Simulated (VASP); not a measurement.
**TePb: single point with r2SCAN**

The system is TePb.

```
Te Pb
1.0
     0.00000    3.33220    3.33220
     3.33220    0.00000    3.33220
     3.33220    3.33220    0.00000
Te Pb
1 1
Direct
  0.50000 0.50000 0.50000
  0.00000 0.00000 0.00000
```

| Quantity | Value |
| --- | --- |
| Program | VASP 6.6.1 |
| Task | single point |
| Functional | r2SCAN |
| Potentials or basis | VASP PAW PBE potentials, release 64 (Te, Pb_d) |
| Cutoff | 520 eV |
| k mesh | 8 × 8 × 8 |
| Occupations | gaussian, width 0.02 eV |
| Spin | no spin polarisation |
| Dipole correction | no |
| Further INCAR settings | ALGO = Normal; EDIFF = 1e-06; NBANDS = 17 |

- Pressure: -2.2 GPa
- Band gap on the k mesh: 1.20 eV

Levels at points of the mesh, in eV from the valence-band top:
| k point | band 7 | band 8 | band 9 | band 10 | band 11 | band 12 | band 13 | band 14 |
| --- | --- | --- | --- | --- | --- | --- | --- | --- |
| (0.00, 0.00, 0.00) | -5.86 | -1.12 | -1.12 | -1.12 | 4.25 | 4.25 | 4.25 | 6.41 |
| (0.50, 0.00, 0.00) | -8.41 | -0.70 | -0.70 | 0.00 | 1.20 | 1.66 | 1.66 | 8.83 |
| (0.50, 0.50, 0.00) | -7.35 | -3.95 | -2.41 | -2.41 | 3.99 | 5.50 | 5.50 | 6.63 |

It took 2.9 min on 1 thread of Intel(R) Xeon(R) Platinum 8259CL CPU @ 2.50GHz (Skylake/Cascade Lake) (shared host), peak memory 0.23 GiB.

Caveat: the PAW data sets were made with another functional, which shifts forces and pressure a little; spin-orbit coupling is left out, which moves the levels of the heavy elements. A k mesh can miss the band edges.
